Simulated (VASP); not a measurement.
# GaN (zincblende type) (F-43m) in VASP: notebook

Runs on GaN (zincblende type). Level: PBE. Tasks: single point, relaxation of cell and atoms.

Program: VASP 6.6.1. These are calculated values, not measurements. Logs are shortened: lines on timing, memory, paths and dates and some standing lists are left out, and cuts for length are marked.

### Step 1. The cell of the first run

The structure is cubic, space group F-43m (No. 216). Conventional cell: a = 4.359 Å, b = 4.359 Å, c = 4.359 Å, α = 90.00°, β = 90.00°, γ = 90.00°. Within 2.5 Å of Ga (site symmetry -43m) lie 4 N at 1.89 Å. Within 2.5 Å of N (site symmetry -43m) lie 4 Ga at 1.89 Å.

### Step 2. Single point, PBE (volume scaled by 0.88)

File INCAR:

```
PREC = Accurate
ENCUT = 520
EDIFF = 1E-6
ISMEAR = -1
SIGMA = 0.05
LREAL = False
LASPH = True
NELM = 60
ALGO = Normal
ISIF = 2
LWAVE = False
LCHARG = False
GGA = PE
NBANDS = 16
```

File KPOINTS:

```
regular mesh
0
Gamma
  17 17 17
```

File POSCAR:

```
GaN
1.0
    0.0000000000      2.1793756955      2.1793756955
    2.1793756955      0.0000000000      2.1793756955
    2.1793756955      2.1793756955      0.0000000000
Ga N
1 1
Direct
    0.0000000000      0.0000000000      0.0000000000
    0.2500000000      0.2500000000      0.2500000000
```

Potentials or basis: VASP PAW PBE potentials, release 64 (Ga_d, N).

The run is started by

```console
cat potpaw_PBE.64/Ga_d/POTCAR potpaw_PBE.64/N/POTCAR > POTCAR
mpirun -np 1 vasp_std > vasp.out
```

OUTCAR:

```text
PREC = Accurate
   ENCUT = 520
   EDIFF = 1E-6
   ISMEAR = -1
   LREAL = False
   LASPH = True
   NELM = 60
   ISIF = 2
   GGA = PE

 ion  position               nearest neighbor table
   1  0.000  0.000  0.000-   2 1.89   2 1.89   2 1.89   2 1.89
   2  0.250  0.250  0.250-   1 1.89   1 1.89   1 1.89   1 1.89

  LATTYP: Found a face centered cubic cell.
 ALAT       =     4.3587513910

  Lattice vectors:

 A1 = (   0.0000000000,   2.1793756955,   2.1793756955)
 A2 = (   2.1793756955,   0.0000000000,   2.1793756955)
 A3 = (   2.1793756955,   2.1793756955,   0.0000000000)

Analysis of symmetry for initial positions (statically):
=====================================================================
 Subroutine PRICEL returns:
 Original cell was already a primitive cell.

 Routine SETGRP: Setting up the symmetry group for a
 face centered cubic supercell.

 Subroutine GETGRP returns: Found 24 space group operations
 (whereof 24 operations were pure point group operations)
 out of a pool of 48 trial point group operations.

The static configuration has the point symmetry T_d .

Analysis of symmetry for dynamics (positions and initial velocities):
=====================================================================
 Subroutine PRICEL returns:
 Original cell was already a primitive cell.

 Routine SETGRP: Setting up the symmetry group for a
 face centered cubic supercell.

 Subroutine GETGRP returns: Found 24 space group operations
 (whereof 24 operations were pure point group operations)
 out of a pool of 48 trial point group operations.

The dynamic configuration has the point symmetry T_d .

 Subroutine INISYM returns: Found 24 space group operations
 (whereof 24 operations are pure point group operations),
 and found     1 'primitive' translations

----------------------------------------------------------------------------------------

                                     Primitive cell

  volume of cell :      20.7027

  direct lattice vectors                    reciprocal lattice vectors
     0.000000000  2.179375696  2.179375696    -0.229423500  0.229423500  0.229423500
     2.179375696  0.000000000  2.179375696     0.229423500 -0.229423500  0.229423500
     2.179375696  2.179375696  0.000000000     0.229423500  0.229423500 -0.229423500

  length of vectors
     3.082102666  3.082102666  3.082102666     0.397373159  0.397373159  0.397373159

  position of ions in fractional coordinates (direct lattice)
     0.000000000  0.000000000  0.000000000
     0.250000000  0.250000000  0.250000000

  ion indices of the primitive-cell ions
   primitive index   ion index
                 1           1
                 2           2

----------------------------------------------------------------------------------------

 KPOINTS: regular mesh

Automatic generation of k-mesh.
 Grid dimensions read from file:
 generate k-points for:   17   17   17

 Generating k-lattice:

  Cartesian coordinates                     Fractional coordinates (reciprocal lattice)
    -0.013495500  0.013495500  0.013495500     0.058823529  0.000000000  0.000000000
     0.013495500 -0.013495500  0.013495500     0.000000000  0.058823529  0.000000000
     0.013495500  0.013495500 -0.013495500     0.000000000  0.000000000  0.058823529

  Length of vectors
     0.023374892  0.023374892  0.023374892

  Shift w.r.t. Gamma in fractional coordinates (k-lattice)
     0.000000000  0.000000000  0.000000000

 Subroutine IBZKPT returns following result:
 ===========================================

 Found    165 irreducible k-points:

 Following reciprocal coordinates:
            Coordinates               Weight
  0.000000  0.000000  0.000000      1.000000
  0.058824  0.000000  0.000000      8.000000
  0.117647  0.000000  0.000000      8.000000
  0.176471  0.000000  0.000000      8.000000
  0.235294  0.000000  0.000000      8.000000
  0.294118  0.000000  0.000000      8.000000
[... 16 lines left out ...]
 -0.176471  0.058824  0.000000     24.000000
 -0.117647  0.058824  0.000000     24.000000
 [... further k-points ...]
   k-points           NKPTS =    165   k-points in BZ     NKDIM =    165   number of bands    NBANDS=     16
   number of dos      NEDOS =    301   number of ions     NIONS =      2
   total plane-waves  NPLWV =  13824
   dimension x,y,z NGX =    24 NGY =   24 NGZ =   24
   dimension x,y,z NGXF=    48 NGYF=   48 NGZF=   48
   ions per type =               1   1
   NGX,Y,Z   is equivalent  to a cutoff of  12.95, 12.95, 12.95 a.u.
   NGXF,Y,Z  is equivalent  to a cutoff of  25.89, 25.89, 25.89 a.u.
 SYSTEM =  unknown system
   PREC   = accura    normal or accurate (medium, high low for compatibility)
   ISTART =      0    job   : 0-new  1-cont  2-samecut
   ICHARG =      2    charge: 1-file 2-atom 10-const
   ISPIN  =      1    spin polarized calculation?
   LNONCOLLINEAR =      F non collinear calculations
   LSORBIT =      F    spin-orbit coupling
   LASPH  =      T    aspherical Exc in radial PAW
   ENCUT  =  520.0 eV  38.22 Ry    6.18 a.u.   5.73  5.73  5.73*2*pi/ulx,y,z
   NELM   =     60;   NELMIN=  2; NELMDL= -5     # of ELM steps
   EDIFF  = 0.1E-05   stopping-criterion for ELM
   LREAL  =      F    real-space projection
[... 7 lines left out ...]
   TEBEG  =    0.0;   TEEND  =   0.0 temperature during run
   PSTRESS=    0.0 pullay stress
   NELECT =      18.0000    total number of electrons
   NUPDOWN=      -1.0000    fix difference up-down
   EMIN   =  10.00;   EMAX   =-10.00  energy-range for DOS
   EFERMI =   0.00;   METHOD = LEGACY
   ISMEAR =    -1;   SIGMA  =   0.05  broadening in eV -4-tet -1-fermi 0-gaus
   EFERMI_NEDOS =   21; number of points for ismear=-14 and -15
   IALGO  =     38    algorithm
   IMIX   =      4    mixing-type and parameters
     AMIX     =   0.40;   BMIX     =  1.00
     AMIX_MAG =   1.60;   BMIX_MAG =  1.00
  volume/ion in A,a.u.               =      10.35        69.85
  Fermi-wavevector in a.u.,A,eV,Ry     =   1.562513  2.952721 33.217890  2.441446
  Thomas-Fermi vector in A             =   2.665420
   LORBIT       =      0    0 simple, 1 ext, 2 COOP (PROOUT), +10 PAW based schemes
   GGA     = PE    functional components
   LHFCALC =     F    Hartree Fock is set to
   AEXX    =    0.0000 exact exchange contribution
   IVDW    =     0    specifies the selected vdW correction
   LEPSILON=     F    determine dielectric tensor
   LRPA    =     F    only Hartree local field effects (RPA)
 non-spin polarized calculation
  energy-cutoff  :      520.00
  volume of cell :       20.70
 maximum number of plane-waves:       568
   NGX = 11   NGY = 11   NGZ = 11

 number of electron      17.9999989 magnetization

 Free energy of the ion-electron system (eV)
  ---------------------------------------------------
  ext. energy  EPLUGINS =         0.00000000
  ---------------------------------------------------
  free energy    TOTEN  =       -11.92350072 eV

  energy without entropy =      -11.92350072  energy(sigma->0) =      -11.92350072

 E-fermi :   7.3704     XC(G=0): -12.2144

 val. band max:        6.4370003509   @ k =   0.0000   0.0000   0.0000
 cond. band min:       8.8094748102   @ k =   0.0000   0.0000   0.0000
 fundamental gap:      2.3724744593
 Fermi energy:         7.3703992040

 k-point     1 :       0.0000    0.0000    0.0000
  band No.  band energies     occupation
      1     -10.4109      2.00000
      2      -7.1341      2.00000
      3      -7.1341      2.00000
      4      -7.1341      2.00000
      5      -6.6979      2.00000
      6      -6.6979      2.00000
[... 8 lines left out ...]
     15      26.0635      0.00000
     16      26.0635      0.00000

 k-point     2 :       0.0588    0.0000    0.0000
  band No.  band energies     occupation
      1     -10.3641      2.00000
      2      -7.1276      2.00000
      3      -7.1276      2.00000
      4      -7.1239      2.00000
      5      -6.6987      2.00000
      6      -6.6987      2.00000
[... 8 lines left out ...]
     15      25.3222      0.00000
     16      25.3222      0.00000

 k-point     3 :       0.1176    0.0000    0.0000
  band No.  band energies     occupation
      1     -10.2296      2.00000
      2      -7.1096      2.00000
      3      -7.1096      2.00000
      4      -7.0876      2.00000
      5      -6.7002      2.00000
      6      -6.7002      2.00000
[... 8 lines left out ...]
     15      24.4617      0.00000
     16      24.5838      0.00000

 k-point     4 :       0.1765    0.0000    0.0000
  band No.  band energies     occupation
      1     -10.0257      2.00000
      2      -7.0845      2.00000
      3      -7.0845      2.00000
      4      -7.0075      2.00000
      5      -6.7001      2.00000
      6      -6.7001      2.00000
[... 8 lines left out ...]
     15      23.9603      0.00000
     16      23.9603      0.00000

 k-point     5 :       0.2353    0.0000    0.0000
  band No.  band energies     occupation
      1      -9.7851      2.00000
      2      -7.0586      2.00000
      3      -7.0586      2.00000
      4      -6.8554      2.00000
      5      -6.6949      2.00000
      6      -6.6949      2.00000
[... 8 lines left out ...]
     15      23.9466      0.00000
     16      23.9466      0.00000

 k-point     6 :       0.2941    0.0000    0.0000
  band No.  band energies     occupation
      1      -9.5510      2.00000
      2      -7.0378      2.00000
      3      -7.0378      2.00000
      4      -6.6828      2.00000
      5      -6.6828      2.00000
      6      -6.6006      2.00000
[... 8 lines left out ...]
     15      24.4341      0.00000
     16      24.4341      0.00000
[... 267 lines left out ...]
 k-point    21 :      -0.2941    0.0588    0.0000
  band No.  band energies     occupation
      1      -9.4593      2.00000
      2      -7.0281      2.00000
      3      -7.0270      2.00000
      4      -6.6942      2.00000
      5      -6.6853      2.00000
      6      -6.4445      2.00000
[... 8 lines left out ...]
     15      23.8454      0.00000
     16      25.7058      0.00000

 k-point    22 :      -0.2353    0.0588    0.0000
  band No.  band energies     occupation
      1      -9.6760      2.00000
      2      -7.0485      2.00000
      3      -7.0430      2.00000
      4      -6.7881      2.00000
      5      -6.7079      2.00000
      6      -6.6526      2.00000
[... 8 lines left out ...]
     15      23.4060      0.00000
     16      25.2992      0.00000

 k-point    23 :      -0.1765    0.0588    0.0000
  band No.  band energies     occupation
      1      -9.9141      2.00000
      2      -7.0746      2.00000
      3      -7.0663      2.00000
      4      -6.9554      2.00000
      5      -6.7125      2.00000
      6      -6.6822      2.00000
[... 8 lines left out ...]
     15      23.5116      0.00000
     16      25.4195      0.00000

 k-point    24 :      -0.1176    0.0588    0.0000
  band No.  band energies     occupation
      1     -10.1304      2.00000
      2      -7.1006      2.00000
      3      -7.0921      2.00000
      4      -7.0558      2.00000
      5      -6.7101      2.00000
      6      -6.6909      2.00000
[... 8 lines left out ...]
     15      23.8083      0.00000
     16      25.8929      0.00000

 [... further k-points ...]
[... 5 lines left out ...]
  --------------------------------------------------------------------------------------
  -------------------------------------------------------------------------------------
  Total        3.7480210      3.7480210      3.7480210      0.0000000      0.0000000      0.0000000
  in kB      290.0589673    290.0589673    290.0589673      0.0000000      0.0000000      0.0000000
  external PRESSURE =     290.0589673 kB  Pullay stress =       0.0000000 kB

 VOLUME and BASIS-vectors are now :
 -----------------------------------------------------------------------------
  energy-cutoff  :      520.00
  volume of cell :       20.70
      direct lattice vectors                 reciprocal lattice vectors
     0.000000000  2.179375696  2.179375696    -0.229423500  0.229423500  0.229423500
     2.179375696  0.000000000  2.179375696     0.229423500 -0.229423500  0.229423500
     2.179375696  2.179375696  0.000000000     0.229423500  0.229423500 -0.229423500

 POSITION                                       TOTAL-FORCE (eV/Angst)
 -----------------------------------------------------------------------------------
      0.00000      0.00000      0.00000        -0.000000     -0.000000     -0.000000
      1.08969      1.08969      1.08969         0.000000      0.000000      0.000000
 -----------------------------------------------------------------------------------
    total drift:                                0.000002      0.000002      0.000001

  FREE ENERGIE OF THE ION-ELECTRON SYSTEM (eV)
  ---------------------------------------------------
  free  energy   TOTEN  =       -11.9235007176 eV

  energy  without entropy=      -11.9235007175  energy(sigma->0) =      -11.92350072
```

Wall time 25 s (1 thread of Intel Xeon 6975P-C, shared host); peak memory 0.18 GiB.

What came out:

| Property | Result |
| --- | --- |
| Free energy | -11.9235 eV |
| Pressure | 29.0 GPa |
| Band gap on the k mesh | 2.37 eV, direct |

Levels at points of the mesh, in eV from the valence-band top:
| k point | band 5 | band 6 | band 7 | band 8 | band 9 | band 10 | band 11 | band 12 | band 13 | band 14 |
| --- | --- | --- | --- | --- | --- | --- | --- | --- | --- | --- |
| (0.00, 0.00, 0.00) | -13.13 | -13.13 | 0.00 | 0.00 | 0.00 | 2.37 | 10.94 | 10.94 | 10.94 | 18.95 |

Caveat: the cell differs from its parent crystal (volume scaled by 0.88).

### Step 3. Single point, PBE (volume scaled by 0.94)

File INCAR:

```
SYSTEM = GaN
ALGO = Normal ; EDIFF = 1E-6
ENCUT = 520 ; GGA = PE
ISIF = 2 ; ISMEAR = -1
LASPH = .True. ; LCHARG = .False.
LREAL = .False. ; LWAVE = .False.
NBANDS = 16 ; NELM = 80
PREC = Accurate ; SIGMA = 0.05
```

File KPOINTS:

```
k-points
0
Gamma
  17 17 17
  0 0 0
```

File POSCAR:

```
GaN
1.0
    0.0000000000      2.2278220451      2.2278220451
    2.2278220451      0.0000000000      2.2278220451
    2.2278220451      2.2278220451      0.0000000000
Ga N
1 1
Direct
    0.0000000000      0.0000000000      0.0000000000
    0.2500000000      0.2500000000      0.2500000000
```

Potentials or basis: VASP PAW PBE potentials, release 64 (Ga_d, N).

The run is started by

```console
cat potpaw_PBE.64/Ga_d/POTCAR potpaw_PBE.64/N/POTCAR > POTCAR
mpirun -np 1 vasp_std > vasp.out
```

Wall time 25 s (1 thread of Intel Xeon 6975P-C, shared host); peak memory 0.18 GiB.

Results (log left out):

| Quantity | Value |
| --- | --- |
| Free energy | -12.1017 eV |
| Pressure | 12.2 GPa |
| Band gap on the k mesh | 1.95 eV, direct |

Levels at points of the mesh, in eV from the valence-band top:
| k point | band 7 | band 8 | band 9 | band 10 | band 11 | band 12 |
| --- | --- | --- | --- | --- | --- | --- |
| (0.00, 0.00, 0.00) | 0.00 | 0.00 | 0.00 | 1.95 | 10.52 | 10.52 |

Caveat: the cell differs from its parent crystal (volume scaled by 0.94). A k mesh can miss the band edges.

### Step 4. Single point, PBE

This run uses another cell than the first one, of 11.76 Å³/atom, 1.136 times its volume.

File INCAR:

```
SYSTEM = GaN
ALGO = Normal
EDIFF = 1E-6
ENCUT = 520
GGA = PE
ISIF = 2
ISMEAR = -1
LASPH = .TRUE.
LCHARG = .TRUE.
LELF = .TRUE.
LREAL = .FALSE.
LVHAR = .TRUE.
LWAVE = .FALSE.
NBANDS = 16
NELM = 100
PREC = Accurate
SIGMA = 0.05
```

File KPOINTS:

```
k-points
0
G
  17 17 17
  0 0 0
```

File POSCAR:

```
GaN
1.0
    0.0000000000      2.2742483027      2.2742483027
    2.2742483027      0.0000000000      2.2742483027
    2.2742483027      2.2742483027      0.0000000000
Ga N
1 1
Direct
    0.0000000000      0.0000000000      0.0000000000
    0.2500000000      0.2500000000      0.2500000000
```

The run is started by

```console
cat potpaw_PBE.64/Ga_d/POTCAR potpaw_PBE.64/N/POTCAR > POTCAR
mpirun -np 1 vasp_std > vasp.out
```

It took 27 s on 1 thread of Intel Xeon 6975P-C, shared host; peak memory 0.19 GiB.

The run converged. Its results:

```yaml
Free_energy: -12.1537 eV
Pressure: 0.1 GPa
Band_gap_on_the_k_mesh: 1.55 eV, direct
```

Levels at points of the mesh, in eV from the valence-band top:
| k point | band 6 | band 7 | band 8 | band 9 | band 10 | band 11 | band 12 | band 13 |
| --- | --- | --- | --- | --- | --- | --- | --- | --- |
| (0.00, 0.00, 0.00) | -13.13 | 0.00 | 0.00 | 0.00 | 1.55 | 10.13 | 10.13 | 10.13 |

### Step 5. Single point, PBE

This run uses another cell than the first one, of 11.76 Å³/atom, 1.136 times its volume.

File INCAR:

```
PREC = Accurate ; ENCUT = 520
EDIFF = 1E-6 ; ISMEAR = -1
SIGMA = 0.05 ; LREAL = False
LASPH = True ; NELM = 100
ALGO = Normal ; ISIF = 2
LWAVE = False ; LCHARG = False
GGA = PE ; NBANDS = 16
```

File KPOINTS:

```
Automatic mesh
0
Gamma
  17 17 17
```

POSCAR is that of step 4.

The run is started by

```console
cat potpaw_PBE.64/Ga_d/POTCAR potpaw_PBE.64/N/POTCAR > POTCAR
mpirun -np 1 vasp_std > vasp.out
```

Run time: 29 s. Hardware: 1 thread of Intel Xeon 6975P-C, shared host; peak memory 0.18 GiB.

Results (log left out):

| Property | Result |
| --- | --- |
| Free energy | -12.1537 eV |
| Pressure | 0.1 GPa |
| Band gap on the k mesh | 1.55 eV, direct |

Levels at points of the mesh, in eV from the valence-band top:
```
           k point  band 7  band 8  band 9  band 10  band 11  band 12
(0.00, 0.00, 0.00)    0.00    0.00    0.00     1.55    10.13    10.13
```

A k mesh can miss the band edges.

### Step 6. Relaxation of cell and atoms, PBE

This run uses another cell than the first one, of 10.18 Å³/atom, 0.983 times its volume.

File INCAR:

```
SYSTEM = GaN
PREC = Accurate
ENCUT = 600
EDIFF = 1E-6
ISMEAR = -1
SIGMA = 0.05
LREAL = .FALSE.
LASPH = .TRUE.
NELM = 80
ALGO = Normal
ISIF = 3
LWAVE = .FALSE.
LCHARG = .FALSE.
GGA = PE
IBRION = 2
NSW = 60
EDIFFG = -0.005
```

File KPOINTS:

```
regular mesh
0
G
  17 17 17
  0 0 0
```

File POSCAR:

```
GaN
1.0
    0.0000000000      2.1670925389      2.1670925389
    2.1670925389      0.0000000000      2.1670925389
    2.1670925389      2.1670925389      0.0000000000
Ga N
1 1
Direct
    0.0000000000      0.0000000000      0.0000000000
    0.2500000000      0.2500000000      0.2500000000
```

Potentials or basis: VASP PAW PBE potentials, release 64 (Ga_d, N).

The run is started by

```console
cat potpaw_PBE.64/Ga_d/POTCAR potpaw_PBE.64/N/POTCAR > POTCAR
mpirun -np 1 vasp_std > vasp.out
```

Run time: 64 s. Hardware: 1 thread of Intel Xeon 6975P-C, shared host; peak memory 0.19 GiB.

The run converged. Its results:

```yaml
Free_energy: -12.1515 eV
Relaxed_volume: 11.77 Å³/atom
Relaxed_cell: a = 3.217 Å, b = 3.217 Å, c = 3.217 Å, α = 60.00°, β = 60.00°, γ = 60.00°
Space_group_after_relaxing_to_0.05_Å: F-43m (No. 216)
Energy_gained_by_relaxing: 147.5 meV/atom
Ionic_steps: 4
Pressure_after_relaxing: 0.0 GPa
Band_gap_on_the_k_mesh: 1.54 eV, direct
```

Step by step:
```tsv
step	energy change (eV)	largest force (eV/Å)	pressure (GPa)	volume (Å³)
1	0.0000	0.0000	33.92	20.35
2	-0.0418	0.0000	-18.30	27.38
3	-0.2949	0.0000	-0.41	23.61
4	-0.2950	0.0000	0.03	23.54
```

Final structure:
```cif
data_structure
_symmetry_space_group_name_H-M 'P 1'
_symmetry_Int_Tables_number 1
_cell_length_a 3.2169
_cell_length_b 3.2169
_cell_length_c 3.2169
_cell_angle_alpha 60.000
_cell_angle_beta 60.000
_cell_angle_gamma 60.000
_cell_volume 23.54
loop_
_atom_site_label
_atom_site_type_symbol
_atom_site_fract_x
_atom_site_fract_y
_atom_site_fract_z
_atom_site_occupancy
Ga1 Ga 0.00000 0.00000 0.00000 1
N1 N 0.25000 0.25000 0.25000 1
```

Levels at points of the mesh, in eV from the valence-band top:
| k point | band 7 | band 8 | band 9 | band 10 | band 11 | band 12 |
| --- | --- | --- | --- | --- | --- | --- |
| (0.00, 0.00, 0.00) | 0.00 | 0.00 | 0.00 | 1.54 | 10.13 | 10.13 |

Caveat: the volume moved by over 15 % at a fixed basis, so the end points are rough. As with any semilocal functional, this PBE gap is likely too small.

### Step 7. Summary

```tsv
task	cell	cutoff (eV)	gap on the mesh (eV)	pressure (GPa)
single point	a = 3.082 Å, angles 60.0°, 2 atoms	520	2.37	29.0
single point	a = 3.151 Å, angles 60.0°, 2 atoms	520	1.95	12.2
single point	a = 3.216 Å, angles 60.0°, 2 atoms	520	1.55	0.1
relaxation of cell and atoms	relaxed from a = 3.065 Å, angles 60.0°, 2 atoms	600	1.54	0.0
```

Alike in all rows: level PBE; potentials or basis VASP PAW PBE potentials, release 64 (Ga_d, N); no spin polarisation; k mesh 17 × 17 × 17; smearing fermi-dirac 0.05 eV.

Caveats: the volume moved by over 15 % at a fixed basis, so the end points are rough (some runs).

Total energies depend on the potentials used, so only differences within one code and one set of settings carry meaning.
